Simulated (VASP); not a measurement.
# AlB2N3 (P-3m1) in VASP: notebook

The runs below take AlB2N3 through single point, relaxation of cell and atoms, with PBE.

The COD entry that gives the cell may itself be a prediction, so a difference from it is no test against experiment.

All numbers are computed with VASP 6.6.1; they aren't measurements. Logs are shortened: lines on timing, memory, paths and dates and some standing lists are left out, and cuts for length are marked.

**1. The cell of the first run**

The structure is trigonal, space group P-3m1 (No. 164). Conventional cell: a = 3.079 Å, b = 3.079 Å, c = 7.542 Å, α = 90.00°, β = 90.00°, γ = 120.00°. Al (site symmetry -3m) has 6 N at 2.18 Å within 2.9 Å. B (site symmetry 3m) has 6 N at 2.18 Å within 2.9 Å. N (site symmetry 3m) has 3 B at 2.18 Å and 3 Al at 2.18 Å within 2.9 Å. Within 2.9 Å of N (site symmetry -3m) lie 6 B at 2.18 Å.

**2. Single point, PBE, collinear spin, ferromagnetic start**

The input, INCAR:

```
SYSTEM = AlB2N3
PREC = Accurate ; ENCUT = 520
EDIFF = 1E-6 ; ISMEAR = 0
SIGMA = 0.1 ; LREAL = .FALSE.
LASPH = .TRUE. ; NELM = 150
ALGO = Normal ; ISIF = 2
LWAVE = .FALSE. ; LCHARG = .FALSE.
ISPIN = 2 ; MAGMOM = 0 0 0 1 1 1
LORBIT = 11 ; GGA = PE
NBANDS = 25
```

The input, KPOINTS:

```
Automatic mesh
0
G
  6 6 2
  0 0 0
```

The input, POSCAR:

```
AlB2N3
1.0
    3.0788343700      0.0000000000      0.0000000000
   -1.5394171900      2.6663487800      0.0000000000
    0.0000000000      0.0000000000      7.5415732200
Al B N
1 2 3
Direct
    0.0000000000      0.0000000000      0.0000000000
    0.3333333300      0.6666666700      0.6666666700
    0.6666666700      0.3333333300      0.3333333300
    0.6666666700      0.3333333300      0.8333333300
    0.3333333300      0.6666666700      0.1666666700
    0.0000000000      0.0000000000      0.5000000000
```

Potentials or basis: VASP PAW PBE potentials, release 64 (Al, B, N).

Run with:

```console
$ cat potpaw_PBE.64/Al/POTCAR potpaw_PBE.64/B/POTCAR potpaw_PBE.64/N/POTCAR > POTCAR
$ mpirun -np 1 vasp_std > vasp.out
```

OUTCAR:

```text
SYSTEM = AlB2N3
   PREC = Accurate
   ENCUT = 520
   EDIFF = 1E-6
   ISMEAR = 0
   LREAL = .FALSE.
   LASPH = .TRUE.
   NELM = 150
   ISIF = 2
   ISPIN = 2
   LORBIT = 11
   GGA = PE

 ion  position               nearest neighbor table
   1  0.000  0.000  0.000-   4 2.18   5 2.18   4 2.18   5 2.18   4 2.18   5 2.18
   2  0.333  0.667  0.667-
   3  0.667  0.333  0.333-
   4  0.667  0.333  0.833-   1 2.18   1 2.18   1 2.18
   5  0.333  0.667  0.167-   1 2.18   1 2.18   1 2.18
   6  0.000  0.000  0.500-

  LATTYP: Found a hexagonal cell.
 ALAT       =     3.0788343700
 C/A-ratio  =     2.4494897463

  Lattice vectors:

 A1 = (   3.0788343700,   0.0000000000,   0.0000000000)
 A2 = (  -1.5394171900,   2.6663487800,   0.0000000000)
 A3 = (   0.0000000000,   0.0000000000,   7.5415732200)

Analysis of symmetry for initial positions (statically):
=====================================================================
 Subroutine PRICEL returns:
 Original cell was already a primitive cell.

 Routine SETGRP: Setting up the symmetry group for a
 hexagonal supercell.

 Subroutine GETGRP returns: Found 12 space group operations
 (whereof 12 operations were pure point group operations)
 out of a pool of 24 trial point group operations.

The static configuration has the point symmetry D_3d.

Analysis of symmetry for dynamics (positions and initial velocities):
=====================================================================
 Subroutine PRICEL returns:
 Original cell was already a primitive cell.

 Routine SETGRP: Setting up the symmetry group for a
 hexagonal supercell.

 Subroutine GETGRP returns: Found 12 space group operations
 (whereof 12 operations were pure point group operations)
 out of a pool of 24 trial point group operations.

The dynamic configuration has the point symmetry D_3d.

Analysis of structural, dynamic, and magnetic symmetry:
=====================================================================
 Subroutine PRICEL returns:
 Original cell was already a primitive cell.

 Routine SETGRP: Setting up the symmetry group for a
 hexagonal supercell.

 Subroutine GETGRP returns: Found 12 space group operations
 (whereof 12 operations were pure point group operations)
 out of a pool of 24 trial point group operations.

The overall configuration has the point symmetry D_3d.

 Subroutine INISYM returns: Found 12 space group operations
 (whereof 12 operations are pure point group operations),
 and found     1 'primitive' translations

----------------------------------------------------------------------------------------

                                     Primitive cell

  volume of cell :      61.9106

  direct lattice vectors                    reciprocal lattice vectors
     3.078834370  0.000000000  0.000000000     0.324798245  0.187522355  0.000000000
    -1.539417190  2.666348780  0.000000000     0.000000000  0.375044708  0.000000000
     0.000000000  0.000000000  7.541573220     0.000000000  0.000000000  0.132598328

  length of vectors
     3.078834370  3.078834374  7.541573220     0.375044709  0.375044708  0.132598328

  position of ions in fractional coordinates (direct lattice)
     0.000000000  0.000000000  0.000000000
     0.333333330  0.666666670  0.666666670
     0.666666670  0.333333330  0.333333330
     0.666666670  0.333333330  0.833333330
     0.333333330  0.666666670  0.166666670
     0.000000000  0.000000000  0.500000000

  ion indices of the primitive-cell ions
   primitive index   ion index
                 1           1
                 2           2
                 3           3
                 4           4
                 5           5
                 6           6

----------------------------------------------------------------------------------------

 KPOINTS: Automatic mesh

[... 30 lines left out ...]
  0.333333  0.333333  0.000000      2.000000
  0.000000  0.000000  0.500000      1.000000
  0.166667 -0.000000  0.500000      6.000000
  0.333333 -0.000000  0.500000      6.000000
  0.500000  0.000000  0.500000      3.000000
  0.166667  0.166667  0.500000      6.000000
  0.333333  0.166667  0.500000     12.000000
  0.333333  0.333333  0.500000      2.000000
   k-points           NKPTS =     14   k-points in BZ     NKDIM =     14   number of bands    NBANDS=     25
   number of dos      NEDOS =    301   number of ions     NIONS =      6
   total plane-waves  NPLWV =  32256
   dimension x,y,z NGX =    24 NGY =   24 NGZ =   56
   dimension x,y,z NGXF=    48 NGYF=   48 NGZF=  112
   ions per type =               1   2   3
   NGX,Y,Z   is equivalent  to a cutoff of  12.96, 12.96, 12.34 a.u.
   NGXF,Y,Z  is equivalent  to a cutoff of  25.92, 25.92, 24.69 a.u.
 SYSTEM =  AlB2N3
   PREC   = accura    normal or accurate (medium, high low for compatibility)
   ISTART =      0    job   : 0-new  1-cont  2-samecut
   ICHARG =      2    charge: 1-file 2-atom 10-const
   ISPIN  =      2    spin polarized calculation?
   LNONCOLLINEAR =      F non collinear calculations
   LSORBIT =      F    spin-orbit coupling
   LASPH  =      T    aspherical Exc in radial PAW
   ENCUT  =  520.0 eV  38.22 Ry    6.18 a.u.   5.72  5.72 14.02*2*pi/ulx,y,z
   NELM   =    150;   NELMIN=  2; NELMDL= -5     # of ELM steps
   EDIFF  = 0.1E-05   stopping-criterion for ELM
   LREAL  =      F    real-space projection
   EDIFFG = 0.1E-04   stopping-criterion for IOM
   NSW    =      0    number of steps for IOM
   IBRION =     -1    ionic relax: 0-MD 1-quasi-New 2-CG
   NFREE  =      0    steps in history (QN), initial steepest desc. (CG)
   ISIF   =      2    stress and relaxation
   ISYM   =      2    0-nonsym 1-usesym 2-fastsym
   POTIM  = 0.5000    time-step for ionic-motion
   TEBEG  =    0.0;   TEEND  =   0.0 temperature during run
   PSTRESS=    0.0 pullay stress
   NELECT =      24.0000    total number of electrons
   NUPDOWN=      -1.0000    fix difference up-down
   EMIN   =  10.00;   EMAX   =-10.00  energy-range for DOS
   EFERMI =   0.00;   METHOD = LEGACY
   ISMEAR =     0;   SIGMA  =   0.10  broadening in eV -4-tet -1-fermi 0-gaus
   EFERMI_NEDOS =   21; number of points for ismear=-14 and -15
   IALGO  =     38    algorithm
   IMIX   =      4    mixing-type and parameters
     AMIX     =   0.40;   BMIX     =  1.00
     AMIX_MAG =   1.60;   BMIX_MAG =  1.00
  volume/ion in A,a.u.               =      10.32        69.63
  Fermi-wavevector in a.u.,A,eV,Ry     =   1.193686  2.255740 19.386760  1.424887
  Thomas-Fermi vector in A             =   2.329695
   LORBIT       =     11    0 simple, 1 ext, 2 COOP (PROOUT), +10 PAW based schemes
   GGA     = PE    functional components
   LHFCALC =     F    Hartree Fock is set to
   AEXX    =    0.0000 exact exchange contribution
   IVDW    =     0    specifies the selected vdW correction
   LEPSILON=     F    determine dielectric tensor
   LRPA    =     F    only Hartree local field effects (RPA)
 spin polarized calculation
 Gauss-broadening in eV      SIGMA  =   0.10
  energy-cutoff  :      520.00
  volume of cell :       61.91
 maximum number of plane-waves:      1688
 NGX is ok and might be reduce to    24
   NGX = 11   NGY = 11   NGZ = 29

 number of electron      23.9999997 magnetization      -0.0056777

 number of electron      23.9999997 magnetization       0.0002529

 Free energy of the ion-electron system (eV)
  ---------------------------------------------------
  ext. energy  EPLUGINS =         0.00000000
  ---------------------------------------------------
  free energy    TOTEN  =       -35.08561907 eV

  energy without entropy =      -35.07753846  energy(sigma->0) =      -35.08157876

 E-fermi :   4.4264     XC(G=0): -10.9027

 val. band max:        4.3794826787   @ k =   0.1667  -0.0000   0.5000
 cond. band min:       4.5816964131   @ k =   0.5000   0.0000   0.5000
 fundamental gap:      0.2022137344
 Fermi energy:         4.4263597278

 spin component 1

 k-point     1 :       0.0000    0.0000    0.0000
  band No.  band energies     occupation
      1     -11.2396      1.00000
      2      -9.7374      1.00000
      3      -9.5248      1.00000
      4      -1.6955      1.00000
      5      -1.4124      1.00000
      6       3.6676      1.00000
[... 367 lines left out ...]
     23      13.6527      0.00000
     24      15.3024      0.00000
 Fermi energy:         4.4263597278

 spin component 2

 k-point     1 :       0.0000    0.0000    0.0000
  band No.  band energies     occupation
      1     -11.2396      1.00000
      2      -9.7375      1.00000
      3      -9.5246      1.00000
      4      -1.6955      1.00000
      5      -1.4123      1.00000
      6       3.6676      1.00000
[... 367 lines left out ...]
     23      13.6528      0.00000
     24      15.3025      0.00000
 [bands above 24 left out]

------------------------ aborting loop because EDIFF is reached ----------------------------------------

  FORCE on cell =-STRESS in cart. coord.  units (eV):
  Direction    XX          YY          ZZ          XY          YZ          ZX
  --------------------------------------------------------------------------------------
  -------------------------------------------------------------------------------------
  Total      -19.7557085    -19.7557085    -21.4461869      0.0000000      0.0000000      0.0000000
  in kB     -511.2554563   -511.2554569   -555.0031303      0.0000010      0.0000000      0.0000000
  external PRESSURE =    -525.8380145 kB  Pullay stress =       0.0000000 kB

 VOLUME and BASIS-vectors are now :
 -----------------------------------------------------------------------------
  energy-cutoff  :      520.00
  volume of cell :       61.91
      direct lattice vectors                 reciprocal lattice vectors
     3.078834370  0.000000000  0.000000000     0.324798245  0.187522355  0.000000000
    -1.539417190  2.666348780  0.000000000     0.000000000  0.375044708  0.000000000
     0.000000000  0.000000000  7.541573220     0.000000000  0.000000000  0.132598328

 POSITION                                       TOTAL-FORCE (eV/Angst)
 -----------------------------------------------------------------------------------
      0.00000      0.00000      0.00000         0.000000      0.000000      0.000000
     -0.00000      1.77757      5.02772         0.000000     -0.000000      0.097169
      1.53942      0.88878      2.51386        -0.000000      0.000000     -0.097169
      1.53942      0.88878      6.28464         0.000000      0.000000     -0.948553
     -0.00000      1.77757      1.25693        -0.000000      0.000000      0.948553
      0.00000      0.00000      3.77079         0.000000      0.000000      0.000000
 -----------------------------------------------------------------------------------
    total drift:                               -0.000000     -0.000000      0.000000

  FREE ENERGIE OF THE ION-ELECTRON SYSTEM (eV)
  ---------------------------------------------------
  free  energy   TOTEN  =       -35.0856190686 eV

  energy  without entropy=      -35.0775384577  energy(sigma->0) =      -35.08157876

 total charge

# of ion       s       p       d       tot
------------------------------------------
    1        0.315   0.293   0.000   0.607
    2        0.600   0.591   0.000   1.191
    3        0.600   0.591   0.000   1.191
    4        1.252   2.312   0.000   3.564
    5        1.252   2.312   0.000   3.564
    6        1.287   2.137   0.000   3.424
--------------------------------------------------
tot          5.306   8.235   0.000  13.541

 magnetization (x)

# of ion       s       p       d       tot
------------------------------------------
    1        0.000   0.000   0.000   0.000
    2        0.000  -0.000   0.000  -0.000
    3        0.000  -0.000   0.000  -0.000
    4       -0.000  -0.000   0.000  -0.000
    5       -0.000  -0.000   0.000  -0.000
    6        0.000   0.000   0.000   0.000
--------------------------------------------------
tot          0.000   0.000   0.000   0.000
```

Run time: 34 s. Hardware: 1 thread of Intel Xeon 6975P-C, shared host; peak memory 0.21 GiB.

What came out:

```
Free energy                                           : -35.0856 eV
Pressure                                              : -52.6 GPa
Largest force                                         : 0.949 eV/Å
Band gap on the k mesh                                : zero (filled and empty bands overlap)
Net moment                                            : 0.00 μB per cell
Valence electrons inside the program's atomic spheres : Al 0.61; B 1.19; N 3.56, 3.42
```

Forces on the atoms (eV/Å):
```
Al   0.000  0.000  0.000
B    0.000  0.000  0.097
B    0.000  0.000 -0.097
N    0.000  0.000 -0.949
N    0.000  0.000  0.949
N    0.000  0.000  0.000
```

Stress tensor (GPa, compression positive):
```
-51.13   0.00   0.00
  0.00 -51.13   0.00
  0.00   0.00 -55.50
```

Levels at points of the mesh, in eV from the Fermi level:
Spin up:
```csv
k point,band 9,band 10,band 11,band 12,band 13,band 14,band 15,band 16
"(0.00, 0.00, 0.00)",-0.41,-0.41,-0.14,-0.14,0.46,3.05,3.47,4.39
"(0.50, 0.00, 0.00)",-2.45,-1.83,-1.49,-1.08,-0.89,2.71,3.27,4.93
"(0.00, 0.00, 0.50)",-0.39,-0.39,-0.17,-0.17,2.07,2.44,3.41,4.31
"(0.50, 0.00, 0.50)",-2.31,-2.21,-0.40,-0.39,0.16,1.28,3.33,4.51
```
Spin down:
```csv
k point,band 9,band 10,band 11,band 12,band 13,band 14,band 15,band 16
"(0.00, 0.00, 0.00)",-0.41,-0.41,-0.14,-0.14,0.46,3.05,3.47,4.39
"(0.50, 0.00, 0.00)",-2.45,-1.83,-1.49,-1.08,-0.89,2.71,3.27,4.93
"(0.00, 0.00, 0.50)",-0.39,-0.39,-0.17,-0.17,2.07,2.44,3.41,4.31
"(0.50, 0.00, 0.50)",-2.31,-2.21,-0.40,-0.39,0.16,1.28,3.33,4.51
```

Caveat: the k points lie up to 0.42 Å⁻¹ apart.

**3. Relaxation of cell and atoms, PBE**

This run uses another cell than the first one, of 6.40 Å³/atom, 0.620 times its volume.

The input, INCAR:

```
SYSTEM = AlB2N3
  ALGO = Normal
  EDIFF = 1E-6
  EDIFFG = -0.01
  ENCUT = 600
  GGA = PE
  IBRION = 2
  ISIF = 3
  ISMEAR = 0
  LASPH = .True.
  LCHARG = .False.
  LREAL = .False.
  LWAVE = .False.
  NELM = 60
  NSW = 100
  PREC = Accurate
  SIGMA = 0.02
```

The input, KPOINTS:

```
k-points
0
Gamma
  12 12 4
  0 0 0
```

The input, POSCAR:

```
AlB2N3
1.0
    2.6234101758      0.0000000000      0.0000000000
   -1.3117050879      2.2719398568      0.0000000000
    0.0000000000      0.0000000000      6.4404144009
Al B N
1 2 3
Direct
    0.0000000000      0.0000000000      0.0000000000
    0.3333333333      0.6666666667      0.6597883566
    0.6666666667      0.3333333333      0.3402116434
    0.6666666667      0.3333333333      0.8087914423
    0.3333333333      0.6666666667      0.1912085577
    0.0000000000      0.0000000000      0.5000000000
```

Potentials or basis: VASP PAW PBE potentials, release 64 (Al, B, N).

Run with:

```console
$ cat potpaw_PBE.64/Al/POTCAR potpaw_PBE.64/B/POTCAR potpaw_PBE.64/N/POTCAR > POTCAR
$ mpirun -np 1 vasp_std > vasp.out
```

Run time: 73 s. Hardware: 1 thread of Intel Xeon 6975P-C, shared host; peak memory 0.21 GiB.

The run converged. Its results:

```
Free energy                            : -41.3848 eV
Relaxed volume                         : 6.39 Å³/atom
Relaxed cell                           : a = 2.622 Å, b = 2.622 Å, c = 6.439 Å, α = 90.00°, β = 90.00°, γ = 120.00°
Space group after relaxing (to 0.05 Å) : P-3m1 (No. 164)
Energy gained by relaxing              : 0.0 meV/atom
Ionic steps                            : 3
Pressure after relaxing                : 0.0 GPa
Band gap on the k mesh                 : 1.71 eV, indirect (least direct gap 2.81 eV)
```

Final structure:
```yaml
crystal:
  lattice:
    - [2.62225, 0.00000, 0.00000]
    - [-1.31113, 2.27094, 0.00000]
    - [0.00000, 0.00000, 6.43943]
  atoms:
    - { symbol: Al, position: [0.00000, 0.00000, 0.00000] }
    - { symbol: B, position: [0.33333, 0.66667, 0.65987] }
    - { symbol: B, position: [0.66667, 0.33333, 0.34013] }
    - { symbol: N, position: [0.66667, 0.33333, 0.80877] }
    - { symbol: N, position: [0.33333, 0.66667, 0.19123] }
    - { symbol: N, position: [0.00000, 0.00000, 0.50000] }
```

Levels at points of the mesh, in eV from the valence-band top:
| k point | band 8 | band 9 | band 10 | band 11 | band 12 | band 13 | band 14 | band 15 | band 16 |
| --- | --- | --- | --- | --- | --- | --- | --- | --- | --- |
| (0.00, 0.00, 0.00) | -0.83 | -0.83 | -0.36 | -0.36 | -0.34 | 6.03 | 6.03 | 6.24 | 6.48 |
| (0.50, 0.00, 0.00) | -4.39 | -4.26 | -3.11 | -2.43 | -1.11 | 1.71 | 5.51 | 5.73 | 6.24 |
| (0.00, 0.00, 0.50) | -1.29 | -0.90 | -0.90 | -0.38 | -0.38 | 5.96 | 6.01 | 6.01 | 7.03 |
| (0.50, 0.00, 0.50) | -5.51 | -4.49 | -3.57 | -0.68 | -0.68 | 2.63 | 4.10 | 6.10 | 6.90 |
